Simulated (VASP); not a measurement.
# Hg (P6_3/mmc) in VASP: single point with PBEsol

Aim: the single point of Hg with PBEsol.

All numbers are computed with VASP 6.6.1; they aren't measurements. Logs are shortened: lines on timing, memory, paths and dates and some standing lists are left out, and cuts for length are marked.

### Step 1. The cell of the first run

Symmetry: P6_3/mmc, No. 194, hexagonal system. Conventional cell: a = 3.462 Å, b = 3.462 Å, c = 5.488 Å, α = 90.00°, β = 90.00°, γ = 120.00°. Hg (site symmetry -6m2) has 12 Hg at 3.39 to 3.46 Å within 4.5 Å.

### Step 2. Single point, PBEsol

The input, INCAR:

```
ALGO = Fast
EDIFF = 1E-6
ENCUT = 520
GGA = PS
ISIF = 2
ISMEAR = 0
LASPH = T
LCHARG = T
LELF = T
LREAL = F
LVHAR = T
LWAVE = F
NBANDS = 19
NELM = 80
PREC = Accurate
SIGMA = 0.15
```

The input, KPOINTS:

```
k-points
0
Gamma
  18 18 10
```

The input, POSCAR:

```
Hg
1.0
    3.4618096384      0.0000000000      0.0000000000
   -1.7309048192      2.9980150899      0.0000000000
    0.0000000000      0.0000000000      5.4875482800
Hg
2
Direct
    0.6666666667      0.3333333333      0.7500000000
    0.3333333333      0.6666666667      0.2500000000
```

Potentials or basis: VASP PAW PBE potentials, release 64 (Hg).

Started as:

```sh
cat potpaw_PBE.64/Hg/POTCAR > POTCAR
mpirun -np 1 vasp_std > vasp.out
```

OUTCAR:

```text
EDIFF = 1E-6
   ENCUT = 520
   GGA = PS
   ISIF = 2
   ISMEAR = 0
   LASPH = T
   LREAL = F
   NELM = 80
   PREC = Accurate

 ion  position               nearest neighbor table
   1  0.667  0.333  0.750-   2 3.39   2 3.39   2 3.39   2 3.39   2 3.39   2 3.39
   2  0.333  0.667  0.250-   1 3.39   1 3.39   1 3.39   1 3.39   1 3.39   1 3.39

  LATTYP: Found a hexagonal cell.
 ALAT       =     3.4618096384
 C/A-ratio  =     1.5851675433

  Lattice vectors:

 A1 = (   3.4618096384,   0.0000000000,   0.0000000000)
 A2 = (  -1.7309048192,   2.9980150899,   0.0000000000)
 A3 = (   0.0000000000,   0.0000000000,   5.4875482800)

Analysis of symmetry for initial positions (statically):
=====================================================================
 Subroutine PRICEL returns:
 Original cell was already a primitive cell.

 Routine SETGRP: Setting up the symmetry group for a
 hexagonal supercell.

 Subroutine GETGRP returns: Found 24 space group operations
 (whereof 12 operations were pure point group operations)
 out of a pool of 24 trial point group operations.

The static configuration has the point symmetry D_3d.
 The point group associated with its full space group is D_6h.

Analysis of symmetry for dynamics (positions and initial velocities):
=====================================================================
 Subroutine PRICEL returns:
 Original cell was already a primitive cell.

 Routine SETGRP: Setting up the symmetry group for a
 hexagonal supercell.

 Subroutine GETGRP returns: Found 24 space group operations
 (whereof 12 operations were pure point group operations)
 out of a pool of 24 trial point group operations.

The dynamic configuration has the point symmetry D_3d.
 The point group associated with its full space group is D_6h.

 Subroutine INISYM returns: Found 24 space group operations
 (whereof 12 operations are pure point group operations),
 and found     1 'primitive' translations

----------------------------------------------------------------------------------------

                                     Primitive cell

  volume of cell :      56.9528

  direct lattice vectors                    reciprocal lattice vectors
     3.461809638  0.000000000  0.000000000     0.288866259  0.166777012  0.000000000
    -1.730904819  2.998015090  0.000000000     0.000000000  0.333554025  0.000000000
     0.000000000  0.000000000  5.487548280     0.000000000  0.000000000  0.182230743

  length of vectors
     3.461809638  3.461809638  5.487548280     0.333554025  0.333554025  0.182230743

  position of ions in fractional coordinates (direct lattice)
     0.666666667  0.333333333  0.750000000
     0.333333333  0.666666667  0.250000000

  ion indices of the primitive-cell ions
   primitive index   ion index
                 1           1
                 2           2

----------------------------------------------------------------------------------------

 KPOINTS: k-points

Automatic generation of k-mesh.
 Grid dimensions read from file:
 generate k-points for:   18   18   10

 Generating k-lattice:

  Cartesian coordinates                     Fractional coordinates (reciprocal lattice)
     0.016048126  0.009265390  0.000000000     0.055555556  0.000000000  0.000000000
     0.000000000  0.018530779  0.000000000     0.000000000  0.055555556  0.000000000
     0.000000000  0.000000000  0.018223074     0.000000000  0.000000000  0.100000000

  Length of vectors
     0.018530779  0.018530779  0.018223074

  Shift w.r.t. Gamma in fractional coordinates (k-lattice)
     0.000000000  0.000000000  0.000000000

 Subroutine IBZKPT returns following result:
 ===========================================

 Found    222 irreducible k-points:

 Following reciprocal coordinates:
            Coordinates               Weight
  0.000000  0.000000  0.000000      1.000000
  0.055556  0.000000  0.000000      6.000000
  0.111111  0.000000  0.000000      6.000000
  0.166667 -0.000000  0.000000      6.000000
  0.222222 -0.000000  0.000000      6.000000
  0.277778 -0.000000  0.000000      6.000000
[... 16 lines left out ...]
  0.333333  0.111111  0.000000     12.000000
  0.388889  0.111111  0.000000     12.000000
 [... further k-points ...]
   k-points           NKPTS =    222   k-points in BZ     NKDIM =    222   number of bands    NBANDS=     19
   number of dos      NEDOS =    301   number of ions     NIONS =      2
   total plane-waves  NPLWV =  32928
   dimension x,y,z NGX =    28 NGY =   28 NGZ =   42
   dimension x,y,z NGXF=    56 NGYF=   56 NGZF=   84
   ions per type =               2
   NGX,Y,Z   is equivalent  to a cutoff of  13.45, 13.45, 12.72 a.u.
   NGXF,Y,Z  is equivalent  to a cutoff of  26.89, 26.89, 25.45 a.u.
 SYSTEM =  unknown system
   PREC   = accura    normal or accurate (medium, high low for compatibility)
   ISTART =      0    job   : 0-new  1-cont  2-samecut
   ICHARG =      2    charge: 1-file 2-atom 10-const
   ISPIN  =      1    spin polarized calculation?
   LNONCOLLINEAR =      F non collinear calculations
   LSORBIT =      F    spin-orbit coupling
   LASPH  =      T    aspherical Exc in radial PAW
   ENCUT  =  520.0 eV  38.22 Ry    6.18 a.u.   6.44  6.44 10.20*2*pi/ulx,y,z
   NELM   =     80;   NELMIN=  2; NELMDL= -5     # of ELM steps
   EDIFF  = 0.1E-05   stopping-criterion for ELM
   LREAL  =      F    real-space projection
   EDIFFG = 0.1E-04   stopping-criterion for IOM
   NSW    =      0    number of steps for IOM
   IBRION =     -1    ionic relax: 0-MD 1-quasi-New 2-CG
   NFREE  =      0    steps in history (QN), initial steepest desc. (CG)
   ISIF   =      2    stress and relaxation
   ISYM   =      2    0-nonsym 1-usesym 2-fastsym
   POTIM  = 0.5000    time-step for ionic-motion
   TEBEG  =    0.0;   TEEND  =   0.0 temperature during run
   PSTRESS=    0.0 pullay stress
   NELECT =      24.0000    total number of electrons
   NUPDOWN=      -1.0000    fix difference up-down
   EMIN   =  10.00;   EMAX   =-10.00  energy-range for DOS
   EFERMI =   0.00;   METHOD = LEGACY
   ISMEAR =     0;   SIGMA  =   0.15  broadening in eV -4-tet -1-fermi 0-gaus
   EFERMI_NEDOS =   21; number of points for ismear=-14 and -15
   IALGO  =     68    algorithm
   IMIX   =      4    mixing-type and parameters
     AMIX     =   0.40;   BMIX     =  1.00
     AMIX_MAG =   1.60;   BMIX_MAG =  1.00
  volume/ion in A,a.u.               =      28.48       192.17
  Fermi-wavevector in a.u.,A,eV,Ry     =   1.227364  2.319382 20.496128  1.506423
  Thomas-Fermi vector in A             =   2.362330
   LORBIT       =      0    0 simple, 1 ext, 2 COOP (PROOUT), +10 PAW based schemes
   GGA     = PS    functional components
   LHFCALC =     F    Hartree Fock is set to
   AEXX    =    0.0000 exact exchange contribution
   IVDW    =     0    specifies the selected vdW correction
   LEPSILON=     F    determine dielectric tensor
   LRPA    =     F    only Hartree local field effects (RPA)
 non-spin polarized calculation
 RMM-DIIS sequential band-by-band and
 Gauss-broadening in eV      SIGMA  =   0.15
  energy-cutoff  :      520.00
  volume of cell :       56.95
 maximum number of plane-waves:      1562
 NGX is ok and might be reduce to    28
   NGX = 13   NGY = 13   NGZ = 21

 number of electron      24.0000000 magnetization

 Free energy of the ion-electron system (eV)
  ---------------------------------------------------
  ext. energy  EPLUGINS =         0.00000000
  ---------------------------------------------------
  free energy    TOTEN  =        -1.00794586 eV

  energy without entropy =       -1.00539710  energy(sigma->0) =       -1.00667148

 E-fermi :   0.7936     XC(G=0): -10.0367

 val. band max:        0.7664611005   @ k =   0.2778   0.1667   0.0000
 cond. band min:       0.7958005275   @ k =   0.2222   0.2222   0.0000
 fundamental gap:      0.0293394270
 Fermi energy:         0.7935698809

 k-point     1 :       0.0000    0.0000    0.0000
  band No.  band energies     occupation
      1      -6.4708      2.00000
      2      -5.8206      2.00000
      3      -5.1583      2.00000
      4      -5.1552      2.00000
      5      -5.1552      2.00000
      6      -5.0568      2.00000
[... 11 lines left out ...]
     18      13.9933      0.00000
     19      14.4946      0.00000

 k-point     2 :       0.0556    0.0000    0.0000
  band No.  band energies     occupation
      1      -6.4134      2.00000
      2      -5.7954      2.00000
      3      -5.2023      2.00000
      4      -5.1353      2.00000
      5      -5.1080      2.00000
      6      -5.0611      2.00000
[... 11 lines left out ...]
     18      14.4999      0.00000
     19      14.8659      0.00000

 k-point     3 :       0.1111    0.0000    0.0000
  band No.  band energies     occupation
      1      -6.2472      2.00000
      2      -5.7285      2.00000
      3      -5.2435      2.00000
      4      -5.0808      2.00000
      5      -5.0773      2.00000
      6      -5.0374      2.00000
[... 11 lines left out ...]
     18      14.5987      0.00000
     19      14.8689      0.00000

 k-point     4 :       0.1667   -0.0000    0.0000
  band No.  band energies     occupation
      1      -5.9995      2.00000
      2      -5.6507      2.00000
      3      -5.2587      2.00000
      4      -5.1021      2.00000
      5      -5.0858      2.00000
      6      -5.0556      2.00000
[... 407 lines left out ...]
     18      11.3650      0.00000
     19      12.6720      0.00000

 k-point    23 :       0.3333    0.1111    0.0000
  band No.  band energies     occupation
      1      -5.6636      2.00000
      2      -5.5311      2.00000
      3      -5.5248      2.00000
      4      -5.2257      2.00000
      5      -4.9537      2.00000
      6      -4.9318      2.00000
[... 11 lines left out ...]
     18      11.0025      0.00000
     19      12.3978      0.00000

 k-point    24 :       0.3889    0.1111    0.0000
  band No.  band energies     occupation
      1      -5.6954      2.00000
      2      -5.5837      2.00000
      3      -5.5386      2.00000
      4      -5.2378      2.00000
      5      -4.9590      2.00000
      6      -4.9137      2.00000
[... 11 lines left out ...]
     18      10.7749      0.00000
     19      12.2330      0.00000

 [... further k-points ...]

------------------------ aborting loop because EDIFF is reached ----------------------------------------

  FORCE on cell =-STRESS in cart. coord.  units (eV):
  Direction    XX          YY          ZZ          XY          YZ          ZX
  --------------------------------------------------------------------------------------
  -------------------------------------------------------------------------------------
  Total       -0.8322769     -0.8322769     -0.9175601      0.0000000      0.0000000     -0.0000000
  in kB      -23.4133243    -23.4133243    -25.8124819      0.0000000      0.0000000     -0.0000000
  external PRESSURE =     -24.2130435 kB  Pullay stress =       0.0000000 kB

 VOLUME and BASIS-vectors are now :
 -----------------------------------------------------------------------------
  energy-cutoff  :      520.00
  volume of cell :       56.95
      direct lattice vectors                 reciprocal lattice vectors
     3.461809638  0.000000000  0.000000000     0.288866259  0.166777012  0.000000000
    -1.730904819  2.998015090  0.000000000     0.000000000  0.333554025  0.000000000
     0.000000000  0.000000000  5.487548280     0.000000000  0.000000000  0.182230743

 POSITION                                       TOTAL-FORCE (eV/Angst)
 -----------------------------------------------------------------------------------
      1.73090      0.99934      4.11566         0.000000      0.000000      0.000000
     -0.00000      1.99868      1.37189        -0.000000     -0.000000     -0.000000
 -----------------------------------------------------------------------------------
    total drift:                               -0.000000      0.000000     -0.000000

  FREE ENERGIE OF THE ION-ELECTRON SYSTEM (eV)
  ---------------------------------------------------
  free  energy   TOTEN  =        -1.0079458562 eV

  energy  without entropy=       -1.0053970993  energy(sigma->0) =       -1.00667148
```

It took 2.9 min on 1 thread of Intel Xeon Platinum 8259CL at 2.50GHz (Skylake/Cascade Lake), shared host; peak memory 0.32 GiB.

What came out:

| Property | Result |
| --- | --- |
| Free energy | -1.0079 eV |
| Pressure | -2.4 GPa |
| Band gap on the k mesh | zero (bands 12 and 13 overlap by 0.37 eV) |

Caveat: the PAW data sets were made with another functional, which shifts forces and pressure a little; spin-orbit coupling is left out, which moves the levels of the heavy elements.
